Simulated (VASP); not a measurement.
# PbS (Fm-3m) in VASP: single point with PBE

Aim: the single point of PbS with PBE.

Everything below comes from runs of VASP 6.6.1. Logs are shortened: lines on timing, memory, paths and dates and some standing lists are left out, and cuts for length are marked.

### 1 The cell of the first run

The structure is cubic, space group Fm-3m (No. 225). The conventional cell has a = 5.941 Å, b = 5.941 Å, c = 5.941 Å, α = 90.00°, β = 90.00°, γ = 90.00°. Pb (site symmetry m-3m) has 6 S at 2.97 Å within 3.9 Å. Within 3.9 Å of S (site symmetry m-3m) lie 6 Pb at 2.97 Å.

### 2 Single point, PBE, non-collinear spin, zero start, spin-orbit coupling

File INCAR:

```
PREC = Accurate
ENCUT = 520
EDIFF = 1E-7
ISMEAR = -1
SIGMA = 0.02
LREAL = F
LASPH = T
NELM = 150
ALGO = Normal
ISIF = 2
LWAVE = F
LCHARG = T
MAGMOM = 0 0 0 0 0 0
LORBIT = 11
LSORBIT = T
GGA_COMPAT = F
LORBMOM = T
GGA = PE
LVHAR = T
NBANDS = 32
```

File KPOINTS:

```
Automatic mesh
0
Gamma
  8 8 8
```

File POSCAR:

```
PbS
1.0
    0.0000000000      2.9705684010      2.9705684010
    2.9705684010      0.0000000000      2.9705684010
    2.9705684010      2.9705684010      0.0000000000
Pb S
1 1
Direct
    0.0000000000      0.0000000000      0.0000000000
    0.5000000000      0.5000000000      0.5000000000
```

Potentials or basis: VASP PAW PBE potentials, release 64 (Pb_d, S).

The run is started by

```sh
$ cat potpaw_PBE.64/Pb_d/POTCAR potpaw_PBE.64/S/POTCAR > POTCAR
$ mpirun -np 1 vasp_ncl > vasp.out
```

OUTCAR:

```text
PREC = Accurate
   ENCUT = 520
   EDIFF = 1E-7
   ISMEAR = -1
   LREAL = F
   LASPH = T
   NELM = 150
   ISIF = 2
   LORBIT = 11
   LSORBIT = T
   GGA = PE

 ion  position               nearest neighbor table
   1  0.000  0.000  0.000-   2 2.97   2 2.97   2 2.97   2 2.97   2 2.97   2 2.97
   2  0.500  0.500  0.500-   1 2.97   1 2.97   1 2.97   1 2.97   1 2.97   1 2.97

  LATTYP: Found a face centered cubic cell.
 ALAT       =     5.9411368020

  Lattice vectors:

 A1 = (   0.0000000000,   2.9705684010,   2.9705684010)
 A2 = (   2.9705684010,   0.0000000000,   2.9705684010)
 A3 = (   2.9705684010,   2.9705684010,   0.0000000000)

Analysis of symmetry for initial positions (statically):
=====================================================================
 Subroutine PRICEL returns:
 Original cell was already a primitive cell.

 Routine SETGRP: Setting up the symmetry group for a
 face centered cubic supercell.

 Subroutine GETGRP returns: Found 48 space group operations
 (whereof 48 operations were pure point group operations)
 out of a pool of 48 trial point group operations.

The static configuration has the point symmetry O_h .

Analysis of symmetry for dynamics (positions and initial velocities):
=====================================================================
 Subroutine PRICEL returns:
 Original cell was already a primitive cell.

 Routine SETGRP: Setting up the symmetry group for a
 face centered cubic supercell.

 Subroutine GETGRP returns: Found 48 space group operations
 (whereof 48 operations were pure point group operations)
 out of a pool of 48 trial point group operations.

The dynamic configuration has the point symmetry O_h .

Analysis of structural, dynamic, and magnetic symmetry:
=====================================================================
 Subroutine PRICEL returns:
 Original cell was already a primitive cell.

 Routine SETGRP: Setting up the symmetry group for a
 face centered cubic supercell.

 Subroutine GETGRP returns: Found 48 space group operations
 (whereof 48 operations were pure point group operations)
 out of a pool of 48 trial point group operations.

The overall configuration has the point symmetry O_h .

 Subroutine INISYM returns: Found 48 space group operations
 (whereof 48 operations are pure point group operations),
 and found     1 'primitive' translations

----------------------------------------------------------------------------------------

                                     Primitive cell

  volume of cell :      52.4262

  direct lattice vectors                    reciprocal lattice vectors
     0.000000000  2.970568401  2.970568401    -0.168317956  0.168317956  0.168317956
     2.970568401  0.000000000  2.970568401     0.168317956 -0.168317956  0.168317956
     2.970568401  2.970568401  0.000000000     0.168317956  0.168317956 -0.168317956

  length of vectors
     4.201018121  4.201018121  4.201018121     0.291535251  0.291535251  0.291535251

  position of ions in fractional coordinates (direct lattice)
     0.000000000  0.000000000  0.000000000
     0.500000000  0.500000000  0.500000000

  ion indices of the primitive-cell ions
   primitive index   ion index
                 1           1
                 2           2

----------------------------------------------------------------------------------------

 KPOINTS: Automatic mesh

Automatic generation of k-mesh.
 Grid dimensions read from file:
 generate k-points for:    8    8    8

 Generating k-lattice:

  Cartesian coordinates                     Fractional coordinates (reciprocal lattice)
    -0.021039744  0.021039744  0.021039744     0.125000000  0.000000000  0.000000000
     0.021039744 -0.021039744  0.021039744     0.000000000  0.125000000  0.000000000
     0.021039744  0.021039744 -0.021039744     0.000000000  0.000000000  0.125000000

  Length of vectors
     0.036441906  0.036441906  0.036441906

  Shift w.r.t. Gamma in fractional coordinates (k-lattice)
     0.000000000  0.000000000  0.000000000

 Subroutine IBZKPT returns following result:
 ===========================================

 Found     29 irreducible k-points:

 Following reciprocal coordinates:
            Coordinates               Weight
  0.000000  0.000000  0.000000      1.000000
  0.125000  0.000000  0.000000      8.000000
  0.250000  0.000000  0.000000      8.000000
  0.375000  0.000000  0.000000      8.000000
  0.500000  0.000000  0.000000      4.000000
  0.125000  0.125000  0.000000      6.000000
[... 16 lines left out ...]
  0.500000  0.250000  0.125000     48.000000
[... 22 lines left out ...]
   EDIFFG = 0.1E-05   stopping-criterion for IOM
   NSW    =      0    number of steps for IOM
   IBRION =     -1    ionic relax: 0-MD 1-quasi-New 2-CG
   NFREE  =      0    steps in history (QN), initial steepest desc. (CG)
   ISIF   =      2    stress and relaxation
   ISYM   =      2    0-nonsym 1-usesym 2-fastsym
   POTIM  = 0.5000    time-step for ionic-motion
   TEBEG  =    0.0;   TEEND  =   0.0 temperature during run
   PSTRESS=    0.0 pullay stress
   NELECT =      20.0000    total number of electrons
   NUPDOWN=      -1.0000    fix difference up-down
   EMIN   =  10.00;   EMAX   =-10.00  energy-range for DOS
   EFERMI =   0.00;   METHOD = LEGACY
   ISMEAR =    -1;   SIGMA  =   0.02  broadening in eV -4-tet -1-fermi 0-gaus
   EFERMI_NEDOS =   21; number of points for ismear=-14 and -15
   IALGO  =     38    algorithm
   IMIX   =      4    mixing-type and parameters
     AMIX     =   0.40;   BMIX     =  1.00
     AMIX_MAG =   1.60;   BMIX_MAG =  1.00
  volume/ion in A,a.u.               =      26.21       176.89
  Fermi-wavevector in a.u.,A,eV,Ry     =   1.187322  2.243714 19.180597  1.409734
  Thomas-Fermi vector in A             =   2.323476
   LORBIT       =     11    0 simple, 1 ext, 2 COOP (PROOUT), +10 PAW based schemes
   GGA     = PE    functional components
   LHFCALC =     F    Hartree Fock is set to
   AEXX    =    0.0000 exact exchange contribution
   IVDW    =     0    specifies the selected vdW correction
   LEPSILON=     F    determine dielectric tensor
   LRPA    =     F    only Hartree local field effects (RPA)
  energy-cutoff  :      520.00
  volume of cell :       52.43
 maximum number of plane-waves:      2856
   NGX = 15   NGY = 15   NGZ = 15

 number of electron      20.0000000 magnetization       0.0000000      0.0000000      0.0000000

 number of electron      19.9999999 magnetization      -0.0000000      0.0000000      0.0000000

 number of electron      19.9999999 magnetization       0.0000000     -0.0000000     -0.0000000

 Free energy of the ion-electron system (eV)
  ---------------------------------------------------
  ext. energy  EPLUGINS =         0.00000000
  ---------------------------------------------------
  free energy    TOTEN  =        -9.13768219 eV

  energy without entropy =       -9.13729979  energy(sigma->0) =       -9.13749099

 E-fermi :   5.7437     XC(G=0):  -9.6574

 val. band max:        5.7268353110   @ k =   0.5000   0.0000   0.0000
 cond. band min:       5.7605068799   @ k =   0.5000   0.0000   0.0000
 fundamental gap:      0.0336715688
 Fermi energy:         5.7436710955

 k-point     1 :       0.0000    0.0000    0.0000
  band No.  band energies     occupation
      1     -12.5282      1.00000
      2     -12.5282      1.00000
      3     -12.5282      1.00000
      4     -12.5282      1.00000
      5      -9.9823      1.00000
      6      -9.9823      1.00000
[... 829 lines left out ...]
     31      16.6551      0.00000
     32      16.6559      0.00000

 [... further k-points ...]

------------------------ aborting loop because EDIFF is reached ----------------------------------------

  FORCE on cell =-STRESS in cart. coord.  units (eV):
  Direction    XX          YY          ZZ          XY          YZ          ZX
  --------------------------------------------------------------------------------------
  -------------------------------------------------------------------------------------
  Total        0.5171935      0.5171935      0.5171935     -0.0000000      0.0000000     -0.0000000
  in kB       15.8057465     15.8057465     15.8057465     -0.0000000      0.0000000     -0.0000000
  external PRESSURE =      15.8057465 kB  Pullay stress =       0.0000000 kB

 VOLUME and BASIS-vectors are now :
 -----------------------------------------------------------------------------
  energy-cutoff  :      520.00
  volume of cell :       52.43
      direct lattice vectors                 reciprocal lattice vectors
     0.000000000  2.970568401  2.970568401    -0.168317956  0.168317956  0.168317956
     2.970568401  0.000000000  2.970568401     0.168317956 -0.168317956  0.168317956
     2.970568401  2.970568401  0.000000000     0.168317956  0.168317956 -0.168317956

 POSITION                                       TOTAL-FORCE (eV/Angst)
 -----------------------------------------------------------------------------------
      0.00000      0.00000      0.00000         0.000000     -0.000000      0.000000
      2.97057      2.97057      2.97057        -0.000000      0.000000     -0.000000
 -----------------------------------------------------------------------------------
    total drift:                                0.000000     -0.000000     -0.000000

  FREE ENERGIE OF THE ION-ELECTRON SYSTEM (eV)
  ---------------------------------------------------
  free  energy   TOTEN  =        -9.1376821925 eV

  energy  without entropy=       -9.1372997911  energy(sigma->0) =       -9.13749099

 orbital moment (x)

 # of ion     p       d       tot
 ----------------------------------------
  1         0.000  -0.000  -0.000
  2         0.000   0.000   0.000
 ----------------------------------------
            0.000  -0.000   0.000

 orbital moment (y)

 # of ion     p       d       tot
 ----------------------------------------
  1         0.000   0.000   0.000
  2        -0.000   0.000  -0.000
 ----------------------------------------
           -0.000   0.000  -0.000

 orbital moment (z)

 # of ion     p       d       tot
 ----------------------------------------
  1         0.000  -0.000  -0.000
  2         0.000   0.000   0.000
 ----------------------------------------
            0.000  -0.000  -0.000

 Spin-Orbit-Coupling matrix elements

 Ion:    1  E_soc:     -0.7900956
 l=   1
     0.0000000    -0.0649775    -0.0649775
    -0.0649775     0.0000000    -0.0649775
    -0.0649775    -0.0649775     0.0000000
 l=   2
     0.0000000    -0.0134485     0.0000000    -0.0134485    -0.0532565
    -0.0134485     0.0000000    -0.0399424    -0.0134485    -0.0133141
     0.0000000    -0.0399424     0.0000000    -0.0399424     0.0000000
    -0.0134485    -0.0134485    -0.0399424     0.0000000    -0.0133141
    -0.0532565    -0.0133141     0.0000000    -0.0133141     0.0000000
 l=   3
     0.0000000     0.0000000     0.0000000     0.0000000     0.0000000     0.0000000     0.0000000
     0.0000000     0.0000000     0.0000000     0.0000000     0.0000000     0.0000000     0.0000000
     0.0000000     0.0000000     0.0000000     0.0000000     0.0000000     0.0000000     0.0000000
     0.0000000     0.0000000     0.0000000     0.0000000     0.0000000     0.0000000     0.0000000
     0.0000000     0.0000000     0.0000000     0.0000000     0.0000000     0.0000000     0.0000000
     0.0000000     0.0000000     0.0000000     0.0000000     0.0000000     0.0000000     0.0000000
     0.0000000     0.0000000     0.0000000     0.0000000     0.0000000     0.0000000     0.0000000

 Ion:    2  E_soc:     -0.0040409
 l=   1
     0.0000000    -0.0006735    -0.0006735
    -0.0006735     0.0000000    -0.0006735
    -0.0006735    -0.0006735     0.0000000
 l=   2
     0.0000000     0.0000000     0.0000000     0.0000000     0.0000000
     0.0000000     0.0000000     0.0000000     0.0000000     0.0000000
     0.0000000     0.0000000     0.0000000     0.0000000     0.0000000
     0.0000000     0.0000000     0.0000000     0.0000000     0.0000000
     0.0000000     0.0000000     0.0000000     0.0000000     0.0000000
 l=   3
     0.0000000     0.0000000     0.0000000     0.0000000     0.0000000     0.0000000     0.0000000
     0.0000000     0.0000000     0.0000000     0.0000000     0.0000000     0.0000000     0.0000000
     0.0000000     0.0000000     0.0000000     0.0000000     0.0000000     0.0000000     0.0000000
     0.0000000     0.0000000     0.0000000     0.0000000     0.0000000     0.0000000     0.0000000
     0.0000000     0.0000000     0.0000000     0.0000000     0.0000000     0.0000000     0.0000000
     0.0000000     0.0000000     0.0000000     0.0000000     0.0000000     0.0000000     0.0000000
     0.0000000     0.0000000     0.0000000     0.0000000     0.0000000     0.0000000     0.0000000

 total charge

# of ion       s       p       d       tot
------------------------------------------
    1        1.480   0.523   9.847  11.850
    2        1.353   2.328   0.000   3.681
--------------------------------------------------
tot          2.833   2.851   9.847  15.532

 magnetization (x)

# of ion       s       p       d       tot
------------------------------------------
    1        0.000   0.000  -0.000  -0.000
    2        0.000   0.000   0.000   0.000
--------------------------------------------------
tot          0.000   0.000  -0.000   0.000

 magnetization (y)

# of ion       s       p       d       tot
------------------------------------------
    1        0.000  -0.000  -0.000  -0.000
    2        0.000   0.000   0.000   0.000
--------------------------------------------------
tot          0.000  -0.000  -0.000  -0.000

 magnetization (z)

# of ion       s       p       d       tot
------------------------------------------
    1        0.000  -0.000   0.000  -0.000
    2        0.000   0.000   0.000   0.000
--------------------------------------------------
tot          0.000  -0.000   0.000  -0.000
```

Wall time 54 s (1 thread of Intel Xeon Platinum 8559C (Emerald Rapids), shared host); peak memory 0.33 GiB.

What came out:

```yaml
Free_energy: -9.1377 eV
Pressure: 1.6 GPa
Net_moment: 0.00 μB per cell
Valence_electrons_inside_the_program's_atomic_spheres: Pb 11.85; S 3.68
```

Moments on the atoms (μB; x, y, z):
```
Pb  0.00 0.00 0.00
S   0.00 0.00 0.00
```
